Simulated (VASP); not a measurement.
# Ti3S2 (R32) in VASP: a series of runs

Ti3S2 is run at these levels: PBEsol; tasks: single point.

All numbers are computed with VASP 6.6.1; they aren't measurements. Logs are shortened: lines on timing, memory, paths and dates and some standing lists are left out, and cuts for length are marked.

### 1 The cell of the first run

Symmetry: R32, No. 155, trigonal system. The conventional cell has a = 5.315 Å, b = 5.315 Å, c = 9.515 Å, α = 90.00°, β = 90.00°, γ = 120.00°. Within 3.2 Å of Ti (site symmetry 2) lie 4 S at 2.37 to 2.39 Å and 8 Ti at 3.06 to 3.17 Å. Within 3.2 Å of S (site symmetry 3) lie 6 Ti at 2.37 to 2.39 Å and 4 S at 3.07 to 3.19 Å.

### 2 Single point, PBEsol

Contents of INCAR:

```
PREC     = Accurate       # precision mode
ENCUT    = 520            # plane-wave cutoff, eV
EDIFF    = 1E-7           # SCF threshold, eV
ISMEAR   = 1              # smearing method
SIGMA    = 0.05           # smearing width, eV
LREAL    = F              # projectors in reciprocal space
LASPH    = T              # aspherical terms in the spheres
NELM     = 80             # most SCF steps
ALGO     = Normal         # electronic algorithm
ISIF     = 2              # what is computed and relaxed
LWAVE    = F              # write WAVECAR
LCHARG   = T              # write CHGCAR
GGA      = PS             # functional
LELF     = T              # ELF
LVHAR    = T            
NBANDS   = 32             # bands
```

Contents of KPOINTS:

```
Automatic mesh
0
Gamma
  6 6 6
```

Contents of POSCAR:

```
Ti3S2
1.0
    2.6577248674      1.5344432724      3.1715275773
   -2.6577248674      1.5344432724      3.1715275773
    0.0000000000     -3.0688767490      3.1715275773
Ti S
3 2
Direct
    0.3356500000      0.6643400000      0.0000000000
    0.6643400000      0.0000000000      0.3356500000
    0.0000000000      0.3356500000      0.6643400000
    0.8321600000      0.8321600000      0.8321600000
    0.1678400000      0.1678400000      0.1678400000
```

Potentials or basis: VASP PAW PBE potentials, release 64 (Ti_sv, S).

On the command line:

```bash
$ cat potpaw_PBE.64/Ti_sv/POTCAR potpaw_PBE.64/S/POTCAR > POTCAR
$ mpirun -np 1 vasp_std > vasp.out
```

OUTCAR:

```text
PREC = Accurate
   ENCUT = 520
   EDIFF = 1E-7
   ISMEAR = 1
   LREAL = F
   LASPH = T
   NELM = 80
   ISIF = 2
   GGA = PS

 ion  position               nearest neighbor table
   1  0.336  0.664  0.000-   5 2.37   4 2.37   4 2.39   5 2.39
   2  0.664  0.000  0.336-   5 2.37   4 2.37   4 2.39   5 2.39
   3  0.000  0.336  0.664-   5 2.37   4 2.37   4 2.39   5 2.39
   4  0.832  0.832  0.832-   3 2.37   2 2.37   1 2.37   1 2.39   2 2.39   3 2.39
   5  0.168  0.168  0.168-   2 2.37   3 2.37   1 2.37   1 2.39   3 2.39   2 2.39

  LATTYP: Found a trigonal (rhomboedric) cell.
 ALAT       =     4.4132291663
 COS(alpha) =     0.2746665422

  Lattice vectors:

 A1 = (   2.6577248674,   1.5344432724,   3.1715275773)
 A2 = (  -2.6577248674,   1.5344432724,   3.1715275773)
 A3 = (   0.0000000000,  -3.0688767490,   3.1715275773)

Analysis of symmetry for initial positions (statically):
=====================================================================
 Subroutine PRICEL returns:
 Original cell was already a primitive cell.

 Routine SETGRP: Setting up the symmetry group for a
 trigonal (rhombohedral) supercell.

 Subroutine GETGRP returns: Found  3 space group operations
 (whereof  3 operations were pure point group operations)
 out of a pool of 12 trial point group operations.

The static configuration has the point symmetry C_3 .

Analysis of symmetry for dynamics (positions and initial velocities):
=====================================================================
 Subroutine PRICEL returns:
 Original cell was already a primitive cell.

 Routine SETGRP: Setting up the symmetry group for a
 trigonal (rhombohedral) supercell.

 Subroutine GETGRP returns: Found  3 space group operations
 (whereof  3 operations were pure point group operations)
 out of a pool of 12 trial point group operations.

The dynamic configuration has the point symmetry C_3 .

 Subroutine INISYM returns: Found  3 space group operations
 (whereof  3 operations are pure point group operations),
 and found     1 'primitive' translations

----------------------------------------------------------------------------------------

                                     Primitive cell

  volume of cell :      77.6032
[... 93 lines left out ...]
   ENCUT  =  520.0 eV  38.22 Ry    6.18 a.u.   8.21  8.21  8.21*2*pi/ulx,y,z
   NELM   =     80;   NELMIN=  2; NELMDL= -5     # of ELM steps
   EDIFF  = 0.1E-06   stopping-criterion for ELM
   LREAL  =      F    real-space projection
   EDIFFG = 0.1E-05   stopping-criterion for IOM
   NSW    =      0    number of steps for IOM
   IBRION =     -1    ionic relax: 0-MD 1-quasi-New 2-CG
   NFREE  =      0    steps in history (QN), initial steepest desc. (CG)
   ISIF   =      2    stress and relaxation
   ISYM   =      2    0-nonsym 1-usesym 2-fastsym
   POTIM  = 0.5000    time-step for ionic-motion
   TEBEG  =    0.0;   TEEND  =   0.0 temperature during run
   PSTRESS=    0.0 pullay stress
   NELECT =      48.0000    total number of electrons
   NUPDOWN=      -1.0000    fix difference up-down
   EMIN   =  10.00;   EMAX   =-10.00  energy-range for DOS
   EFERMI =   0.00;   METHOD = LEGACY
   ISMEAR =     1;   SIGMA  =   0.05  broadening in eV -4-tet -1-fermi 0-gaus
   EFERMI_NEDOS =   21; number of points for ismear=-14 and -15
   IALGO  =     38    algorithm
   IMIX   =      4    mixing-type and parameters
     AMIX     =   0.40;   BMIX     =  1.00
     AMIX_MAG =   1.60;   BMIX_MAG =  1.00
  volume/ion in A,a.u.               =      15.52       104.74
  Fermi-wavevector in a.u.,A,eV,Ry     =   1.394854  2.635891 26.471727  1.945617
  Thomas-Fermi vector in A             =   2.518362
   LORBIT       =      0    0 simple, 1 ext, 2 COOP (PROOUT), +10 PAW based schemes
   GGA     = PS    functional components
   LHFCALC =     F    Hartree Fock is set to
   AEXX    =    0.0000 exact exchange contribution
   IVDW    =     0    specifies the selected vdW correction
   LEPSILON=     F    determine dielectric tensor
   LRPA    =     F    only Hartree local field effects (RPA)
 non-spin polarized calculation
 Methfessel and Paxton  Order N= 1 SIGMA  =   0.05
  energy-cutoff  :      520.00
  volume of cell :       77.60
 maximum number of plane-waves:      2110
 NGX is ok and might be reduce to    36
   NGX = 17   NGY = 17   NGZ = 17

 number of electron      48.0000002 magnetization

 Free energy of the ion-electron system (eV)
  ---------------------------------------------------
  ext. energy  EPLUGINS =         0.00000000
  ---------------------------------------------------
  free energy    TOTEN  =       -39.04348938 eV

  energy without entropy =      -39.04366553  energy(sigma->0) =      -39.04354810

 E-fermi :   9.0783     XC(G=0): -11.6731

 val. band max:        9.0679482729   @ k =   0.5000   0.3333   0.3333
 cond. band min:       9.0801207280   @ k =   0.5000   0.5000   0.5000
 fundamental gap:      0.0121724551
 Fermi energy:         9.0783329276

 k-point     1 :       0.0000    0.0000    0.0000
  band No.  band energies     occupation
      1     -47.5008      2.00000
      2     -47.4346      2.00000
      3     -47.4346      2.00000
      4     -23.9838      2.00000
      5     -23.9838      2.00000
      6     -23.9467      2.00000
[... 829 lines left out ...]
     31      11.6680      0.00000
     32      11.9408      0.00000

 [... further k-points ...]

------------------------ aborting loop because EDIFF is reached ----------------------------------------

  FORCE on cell =-STRESS in cart. coord.  units (eV):
  Direction    XX          YY          ZZ          XY          YZ          ZX
  --------------------------------------------------------------------------------------
  -------------------------------------------------------------------------------------
  Total        1.9333434      1.9333480      2.3124252      0.0000003      0.0000024     -0.0000000
  in kB       39.9153461     39.9154418     47.7417797      0.0000059      0.0000492     -0.0000000
  external PRESSURE =      42.5241892 kB  Pullay stress =       0.0000000 kB

 VOLUME and BASIS-vectors are now :
 -----------------------------------------------------------------------------
  energy-cutoff  :      520.00
  volume of cell :       77.60
      direct lattice vectors                 reciprocal lattice vectors
     2.657724867  1.534443272  3.171527577     0.188130836  0.108617258  0.105101712
    -2.657724867  1.534443272  3.171527577    -0.188130836  0.108617258  0.105101712
     0.000000000 -3.068876749  3.171527577     0.000000000 -0.217234517  0.105102048

 POSITION                                       TOTAL-FORCE (eV/Angst)
 -----------------------------------------------------------------------------------
     -0.87357      1.53443      3.17150         0.127451      0.000395      0.000395
      1.76563     -0.01068      3.17150        -0.063384     -0.110574      0.000395
     -0.89207     -1.52374      3.17150        -0.064068      0.110179      0.000395
      0.00000      0.00001      7.91766         0.000000      0.000000      0.014497
      0.00000      0.00000      1.59693         0.000000     -0.000000     -0.015683
 -----------------------------------------------------------------------------------
    total drift:                                0.000113     -0.000000     -0.000002

  FREE ENERGIE OF THE ION-ELECTRON SYSTEM (eV)
  ---------------------------------------------------
  free  energy   TOTEN  =       -39.0434893812 eV

  energy  without entropy=      -39.0436655280  energy(sigma->0) =      -39.04354810
```

OSZICAR:

```text
N       E                     dE             d eps       ncg     rms          rms(c)
DAV:   1     0.615083620786E+03    0.61508E+03   -0.23604E+04  2560   0.176E+03
DAV:   2     0.390568675621E+02   -0.57603E+03   -0.55662E+03  2576   0.533E+02
DAV:   3    -0.359000952050E+02   -0.74957E+02   -0.72466E+02  3976   0.167E+02
DAV:   4    -0.434445962407E+02   -0.75445E+01   -0.74674E+01  4120   0.469E+01
DAV:   5    -0.437904549819E+02   -0.34586E+00   -0.34573E+00  3720   0.925E+00    0.221E+01
DAV:   6    -0.390027398999E+02    0.47877E+01   -0.28826E+01  3584   0.416E+01    0.786E+00
DAV:   7    -0.390494748109E+02   -0.46735E-01   -0.19424E+00  3960   0.893E+00    0.509E+00
DAV:   8    -0.390450610780E+02    0.44137E-02   -0.22062E-01  3280   0.282E+00    0.103E+00
DAV:   9    -0.390420368676E+02    0.30242E-02   -0.40771E-02  4080   0.123E+00    0.537E-01
DAV:  10    -0.390434357079E+02   -0.13988E-02   -0.60945E-03  3224   0.636E-01    0.781E-02
DAV:  11    -0.390434856654E+02   -0.49957E-04   -0.49553E-04  4160   0.136E-01    0.409E-02
DAV:  12    -0.390434906474E+02   -0.49820E-05   -0.38342E-05  3040   0.513E-02    0.131E-02
DAV:  13    -0.390434891448E+02    0.15026E-05   -0.90478E-06  3824   0.173E-02    0.393E-03
DAV:  14    -0.390434894852E+02   -0.34037E-06   -0.12335E-06  3432   0.931E-03    0.163E-03
DAV:  15    -0.390434893461E+02    0.13915E-06   -0.20661E-07  2544   0.390E-03    0.375E-04
DAV:  16    -0.390434893812E+02   -0.35120E-07   -0.30563E-08  2144   0.135E-03
   1 F= -.39043489E+02 E0= -.39043548E+02  d E =0.176147E-03
```

Wall time 2 min (1 thread of AMD EPYC 9R45 (Zen 5), shared host); peak memory 0.21 GiB.

Results:

| Item | Value |
| --- | --- |
| Free energy | -39.0435 eV |
| Pressure | 4.3 GPa |
| Largest force | 0.127 eV/Å |
| Band gap on the k mesh | zero (bands 24 and 25 overlap by 0.22 eV) |

Forces in eV/Å, atoms in the order of the input:
```
Ti   0.127  0.000  0.000
Ti  -0.063 -0.111  0.000
Ti  -0.064  0.110  0.000
S    0.000  0.000  0.014
S    0.000  0.000 -0.016
```

Stress tensor (GPa, compression positive):
```
3.99 0.00 0.00
0.00 3.99 0.00
0.00 0.00 4.77
```

Levels at points of the mesh, in eV from the Fermi level:
| k point | band 21 | band 22 | band 23 | band 24 | band 25 | band 26 | band 27 | band 28 |
| --- | --- | --- | --- | --- | --- | --- | --- | --- |
| (0.00, 0.00, 0.00) | -2.20 | -1.51 | 0.02 | 0.02 | 0.64 | 0.64 | 1.97 | 1.97 |
| (0.50, 0.00, 0.00) | -0.94 | -0.93 | -0.71 | -0.44 | -0.12 | 0.92 | 1.42 | 1.53 |
| (0.50, 0.50, 0.00) | -1.57 | -1.09 | -0.70 | -0.20 | 0.14 | 0.73 | 1.51 | 1.70 |
| (0.50, 0.50, 0.50) | -0.86 | -0.17 | -0.17 | 0.00 | 0.35 | 0.35 | 0.92 | 0.92 |

Caveat: the cell stands under pressure; the PAW data sets were made with another functional, which shifts forces and pressure a little.

### 3 Single point, PBEsol

This run uses another cell than the first one, of 15.85 Å³/atom.

Contents of INCAR:

```
SYSTEM = Ti3S2
PREC = Accurate
ENCUT = 520
EDIFF = 1E-6
ISMEAR = 1
SIGMA = 0.05
LREAL = .FALSE.
LASPH = .TRUE.
NELM = 100
ALGO = Normal
ISIF = 2
LWAVE = .FALSE.
LCHARG = .TRUE.
GGA = PS
LELF = .TRUE.
LVHAR = .TRUE.
NBANDS = 32
```

Contents of KPOINTS:

```
regular mesh
0
G
  6 6 6
  0 0 0
```

Edit POSCAR of step 2 so:

```diff
@@ -2,5 +2,5 @@
 1.0
-    2.6577248674      1.5344432724      3.1715275773
-   -2.6577248674      1.5344432724      3.1715275773
-    0.0000000000     -3.0688767490      3.1715275773
+    2.6764418564      1.5452495670      3.1938630144
+   -2.6764418564      1.5452495670      3.1938630144
+    0.0000000000     -3.0904892691      3.1938630144
 Ti S
```

Potentials or basis: VASP PAW PBE potentials, release 64 (Ti_sv, S).

On the command line:

```bash
$ cat potpaw_PBE.64/Ti_sv/POTCAR potpaw_PBE.64/S/POTCAR > POTCAR
$ mpirun -np 1 vasp_std > vasp.out
```

OUTCAR:

```text
SYSTEM = Ti3S2
   PREC = Accurate
   ENCUT = 520
   EDIFF = 1E-6
   ISMEAR = 1
   LREAL = .FALSE.
   LASPH = .TRUE.
   NELM = 100
   ISIF = 2
   GGA = PS

 ion  position               nearest neighbor table
   1  0.336  0.664  0.000-   5 2.38   4 2.38   4 2.41   5 2.41
   2  0.664  0.000  0.336-   5 2.38   4 2.38   4 2.41   5 2.41
   3  0.000  0.336  0.664-   5 2.38   4 2.38   4 2.41   5 2.41
   4  0.832  0.832  0.832-   3 2.38   2 2.38   1 2.38   1 2.41   2 2.41   3 2.41
[... 1047 lines left out ...]
  -------------------------------------------------------------------------------------
  Total        0.4960833      0.4960845      0.6323838      0.0000002      0.0000007      0.0000000
  in kB       10.0286426     10.0286667     12.7840448      0.0000050      0.0000132      0.0000000
  external PRESSURE =      10.9471180 kB  Pullay stress =       0.0000000 kB

 VOLUME and BASIS-vectors are now :
 -----------------------------------------------------------------------------
  energy-cutoff  :      520.00
  volume of cell :       79.25
      direct lattice vectors                 reciprocal lattice vectors
     2.676441856  1.545249567  3.193863014     0.186815192  0.107857672  0.104366711
    -2.676441856  1.545249567  3.193863014    -0.186815192  0.107857672  0.104366711
     0.000000000 -3.090489269  3.193863014     0.000000000 -0.215715344  0.104367044

 POSITION                                       TOTAL-FORCE (eV/Angst)
 -----------------------------------------------------------------------------------
     -0.87972      1.54523      3.19383         0.070483      0.000377      0.000367
      1.77807     -0.01075      3.19383        -0.034915     -0.061229      0.000367
     -0.89835     -1.53447      3.19383        -0.035568      0.060852      0.000367
      0.00000      0.00001      7.97342         0.000000      0.000000      0.000138
      0.00000      0.00000      1.60817         0.000000     -0.000000     -0.001240
 -----------------------------------------------------------------------------------
    total drift:                                0.000110     -0.000000     -0.000014

  FREE ENERGIE OF THE ION-ELECTRON SYSTEM (eV)
  ---------------------------------------------------
  free  energy   TOTEN  =       -39.0714712051 eV

  energy  without entropy=      -39.0716386876  energy(sigma->0) =      -39.07152703
```

stdout:

```text
POSCAR found type information on POSCAR TiS
 POSCAR found :  2 types and       5 ions
 scaLAPACK will be used
 -----------------------------------------------------------------------------
|                                                                             |
|                                                                             |
|     You enforced a specific xc type in the INCAR file but a different       |
|     I HOPE YOU KNOW WHAT YOU ARE DOING!                                     |
|                                                                             |
 -----------------------------------------------------------------------------

 LDA part: xc-table for (Slater+PW92), standard interpolation
 POSCAR, INCAR and KPOINTS ok, starting setup
 FFT: planning ... GRIDC
 FFT: planning ... GRID_SOFT
 FFT: planning ... GRID
 WAVECAR not read
 entering main loop
```

It took 1.7 min on 1 thread of AMD EPYC 9R45 (Zen 5), shared host; peak memory 0.21 GiB.

What came out:

```yaml
Free_energy: -39.0715 eV
Pressure: 1.1 GPa
Largest_force: 0.070 eV/Å
Band_gap_on_the_k_mesh: zero (bands 24 and 25 overlap by 0.22 eV)
```

Forces in eV/Å, atoms in the order of the input:
```
Ti   0.070  0.000  0.000
Ti  -0.035 -0.061  0.000
Ti  -0.036  0.061  0.000
S    0.000  0.000  0.000
S    0.000  0.000 -0.001
```

Stress tensor (GPa, compression positive):
```
1.00 0.00 0.00
0.00 1.00 0.00
0.00 0.00 1.28
```

Caveat: the PAW data sets were made with another functional, which shifts forces and pressure a little.

(Continued in part 2 of 2.)

The gap in the log of VASP goes by the Fermi energy; the results here count the filled bands.